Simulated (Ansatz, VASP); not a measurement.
## Two plane-wave programs on CdF2

File POSCAR:

```
CdF2
1.0
    0.0000000000      2.7005188900      2.7005188900
    2.7005188900      0.0000000000      2.7005188900
    2.7005188900      2.7005188900      0.0000000000
Cd F
1 2
Direct
    0.0000000000      0.0000000000      0.0000000000
    0.2500000000      0.2500000000      0.2500000000
    0.7500000000      0.7500000000      0.7500000000
```

INCAR.step1

```
PREC = Accurate
ENCUT = 600
ISMEAR = 0
SIGMA = 0.02
LREAL = False
LASPH = True
NELM = 100
GGA = PE
ALGO = Normal
EDIFF = 1E-4
LWAVE = True
LCHARG = False
```

INCAR.step2

```
PREC = Accurate
ENCUT = 600
EDIFF = 1E-7
ISMEAR = 0
SIGMA = 0.02
LREAL = False
LASPH = True
NELM = 100
ALGO = Normal
ISIF = 3
LWAVE = False
LCHARG = False
METAGGA = R2SCAN
LMIXTAU = True
IBRION = 2
NSW = 100
EDIFFG = -0.005
ISTART = 1
```

The input KPOINTS:

```
Automatic mesh
0
Gamma
  8 8 8
```

Input for Ansatz:

```yaml
crystal:
  lattice:
    - [0.0, 2.70051889, 2.70051889]
    - [2.70051889, 0.0, 2.70051889]
    - [2.70051889, 2.70051889, 0.0]
  atoms:
    - { symbol: Cd, position: [0.0, 0.0, 0.0] }
    - { symbol: F, position: [0.25, 0.25, 0.25] }
    - { symbol: F, position: [0.75, 0.75, 0.75] }
basis:
  ecutwfc: 500
kpoints:
  mp_grid: { grid: [8, 8, 8] }
hamiltonian:
  xc: r2scan
scf:
  occupations: { method: gaussian, width: 0.02 }
output:
  forces: true
  stress: true
  eigenvalues: true
relax:
  adjacent_minimum: "off"
  f_tol: 0.005
  max_steps: 80
  cell: { stress_tol: 0.05 }
```

Alike in both runs: task relaxation of cell and atoms; functional r2SCAN; k mesh 8 × 8 × 8; occupations gaussian, width 0.02 eV; no spin polarisation.

|  | VASP | Ansatz |
| --- | --- | --- |
| version | VASP 6.6.1 | Ansatz 0.2.0 |
| potentials or method | VASP PAW PBE potentials, release 64 (Cd, F), cutoff 600 eV | scalar-relativistic, plane waves, PAW |
| valence electrons in the cell | 26 | 34 |

```tsv
	VASP	Ansatz	Ansatz less VASP
gap on the k mesh at the Fermi level, each at its own relaxed structure (eV)	3.73	3.79	+0.066
relaxed volume (Å³/atom)	13.13	13.04	-0.089
relaxed length of the cell vector where the two differ most in proportion (Å)	3.819	3.810	-0.0087
```

VASP's potentials were made for PBE, not for r2SCAN. VASP's potentials hold 26 valence electrons a cell and Ansatz's 34, so a difference there can come from the potentials and not from the codes.

Noted on VASP's run: the relaxation stopped at its first step, so nothing moved.
